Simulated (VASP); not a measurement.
# Ga2O3 (eos) (R-3c) in VASP: a series of runs, part 2 of 2

VASP 6.6.1. The steps go on from the part before.

**4. Single point, LDA (volume scaled by 0.97, then relaxed in part)**

INCAR

```
PREC = Accurate
ENCUT = 520
EDIFF = 1E-7
ISMEAR = 0
SIGMA = 0.02
LREAL = F
LASPH = T
NELM = 100
ALGO = Normal
ISIF = 2
LWAVE = F
LCHARG = F
NBANDS = 55
```

KPOINTS

```
Automatic mesh
0
Gamma
  6 6 6
```

POSCAR

```
Ga2O3
1.0
    2.4529262627      1.4161976381      4.3798984321
   -2.4529262627      1.4161976381      4.3798984321
    0.0000000000     -2.8323952762      4.3798984321
Ga O
4 6
Direct
    0.8559927052      0.8559927052      0.8559927052
    0.6440072948      0.6440072948      0.6440072948
    0.1440072948      0.1440072948      0.1440072948
    0.3559927052      0.3559927052      0.3559927052
    0.0528424530      0.4471575470      0.7500000000
    0.7500000000      0.0528424530      0.4471575470
    0.4471575470      0.7500000000      0.0528424530
    0.9471575470      0.5528424530      0.2500000000
    0.2500000000      0.9471575470      0.5528424530
    0.5528424530      0.2500000000      0.9471575470
```

Potentials or basis: VASP PAW LDA potentials, release 64 (Ga_d, O).

The run is started by

```
> cat potpaw_LDA.64/Ga_d/POTCAR potpaw_LDA.64/O/POTCAR > POTCAR
> mpirun -np 1 vasp_std > vasp.out
```

OUTCAR:

```text
PREC = Accurate
   ENCUT = 520
   EDIFF = 1E-7
   ISMEAR = 0
   LREAL = F
   LASPH = T
   NELM = 100
   ISIF = 2

 ion  position               nearest neighbor table
   1  0.856  0.856  0.856-  10 1.89   8 1.89   9 1.89   5 2.04   7 2.04   6 2.04   2 2.79   3 2.89
                             3 2.89   3 2.89
   2  0.644  0.644  0.644-   9 1.89   8 1.89  10 1.89   5 2.04   7 2.04   6 2.04   1 2.79   4 2.89
                             4 2.89   4 2.89
   3  0.144  0.144  0.144-   7 1.89   5 1.89   6 1.89   8 2.04   9 2.04  10 2.04   4 2.79   1 2.89
                             1 2.89   1 2.89
   4  0.356  0.356  0.356-   6 1.89   5 1.89   7 1.89   8 2.04   9 2.04  10 2.04   3 2.79   2 2.89
                             2 2.89   2 2.89
   5  0.053  0.447  0.750-   3 1.89   4 1.89   1 2.04   2 2.04
   6  0.750  0.053  0.447-   4 1.89   3 1.89   1 2.04   2 2.04
   7  0.447  0.750  0.053-   3 1.89   4 1.89   1 2.04   2 2.04
   8  0.947  0.553  0.250-   1 1.89   2 1.89   3 2.04   4 2.04
   9  0.250  0.947  0.553-   2 1.89   1 1.89   3 2.04   4 2.04
  10  0.553  0.250  0.947-   1 1.89   2 1.89   3 2.04   4 2.04

  LATTYP: Found a trigonal (rhomboedric) cell.
 ALAT       =     5.2159345544
 COS(alpha) =     0.5576818966
[... 204 lines left out ...]
 Fermi energy:         5.0514991513

 k-point     1 :       0.0000    0.0000    0.0000
  band No.  band energies     occupation
      1     -14.3813      2.00000
      2     -12.0822      2.00000
      3     -12.0822      2.00000
      4     -12.0133      2.00000
      5     -12.0061      2.00000
      6     -12.0061      2.00000
[... 1381 lines left out ...]
     54      17.1459      0.00000
     55      17.4910      0.00000

 [... further k-points ...]
[... 5 lines left out ...]
  --------------------------------------------------------------------------------------
  -------------------------------------------------------------------------------------
  Total        5.8028572      5.8028572      5.4301671      0.0000000      0.0000000      0.0000000
  in kB      101.8424451    101.8424452     95.3015863      0.0000000      0.0000000      0.0000000
  external PRESSURE =      99.6621589 kB  Pullay stress =       0.0000000 kB

 VOLUME and BASIS-vectors are now :
 -----------------------------------------------------------------------------
  energy-cutoff  :      520.00
  volume of cell :       91.29
      direct lattice vectors                 reciprocal lattice vectors
     2.452926263  1.416197638  4.379898432     0.203838170  0.117686022  0.076105266
    -2.452926263  1.416197638  4.379898432    -0.203838170  0.117686022  0.076105266
     0.000000000 -2.832395276  4.379898432     0.000000000 -0.235372044  0.076105266

 POSITION                                       TOTAL-FORCE (eV/Angst)
 -----------------------------------------------------------------------------------
      0.00000      0.00000     11.24748        -0.000000     -0.000000     -0.024701
      0.00000      0.00000      8.46206        -0.000000     -0.000000      0.024701
      0.00000      0.00000      1.89221        -0.000000     -0.000000      0.024701
      0.00000      0.00000      4.67764        -0.000000     -0.000000     -0.024701
     -0.96723     -1.41620      5.47487        -0.036872     -0.000000      0.000000
      1.71008     -0.12954      5.47487         0.018436     -0.031932      0.000000
     -0.74285      1.54574      5.47487         0.018436      0.031932      0.000000
      0.96723      1.41620      7.66482         0.036872     -0.000000      0.000000
     -1.71008      0.12954      7.66482        -0.018436      0.031932      0.000000
      0.74285     -1.54574      7.66482        -0.018436     -0.031932      0.000000
 -----------------------------------------------------------------------------------
    total drift:                               -0.000000     -0.000000     -0.000000

  FREE ENERGIE OF THE ION-ELECTRON SYSTEM (eV)
  ---------------------------------------------------
  free  energy   TOTEN  =       -68.1588672994 eV

  energy  without entropy=      -68.1588672994  energy(sigma->0) =      -68.15886730
```

Wall time 4.9 min (1 thread of AMD EPYC 7R43 (Zen 3), shared host); peak memory 0.25 GiB.

Results:

```yaml
Free_energy: -68.1589 eV
Pressure: 10.0 GPa
Largest_force: 0.037 eV/Å
Band_gap_on_the_k_mesh: 3.39 eV, indirect (least direct gap 3.69 eV)
```

Forces in eV/Å, atoms in the order of the input:
```
Ga   0.000  0.000 -0.025
Ga   0.000  0.000  0.025
Ga   0.000  0.000  0.025
Ga   0.000  0.000 -0.025
O   -0.037  0.000  0.000
O    0.018 -0.032  0.000
O    0.018  0.032  0.000
O    0.037  0.000  0.000
O   -0.018  0.032  0.000
O   -0.018 -0.032  0.000
```

Levels at points of the mesh, in eV from the valence-band top:
```tsv
k point	band 40	band 41	band 42	band 43	band 44	band 45	band 46	band 47	band 48	band 49
(0.00, 0.00, 0.00)	-0.35	-0.32	-0.32	-0.30	-0.30	3.39	6.99	7.04	9.19	10.55
(0.50, 0.00, 0.00)	-1.27	-1.08	-1.08	-0.16	-0.16	6.86	6.86	7.11	7.11	10.06
(0.50, 0.50, 0.00)	-1.14	-0.94	-0.71	-0.24	-0.14	7.09	7.20	7.87	8.22	9.01
(0.50, 0.50, 0.50)	-1.60	-0.33	-0.33	-0.33	-0.33	6.34	6.34	8.18	8.18	9.62
```

**5. Overview**

```csv
cell,gap on the mesh (eV),pressure (GPa),largest force (eV/Å)
"a = 5.087 Å, angles 56.5°, 10 atoms",4.11,30.5,0.03
"a = 5.153 Å, angles 56.3°, 10 atoms",3.74,19.5,0.03
"a = 5.216 Å, angles 56.1°, 10 atoms",3.39,10.0,0.04
```

Alike in all rows: task single point; level LDA; potentials or basis VASP PAW LDA potentials, release 64 (Ga_d, O); no spin polarisation; k mesh 6 × 6 × 6; cutoff (eV) 520; smearing gaussian 0.02 eV.

Total energies depend on the potentials used, so only differences within one code and one set of settings carry meaning.
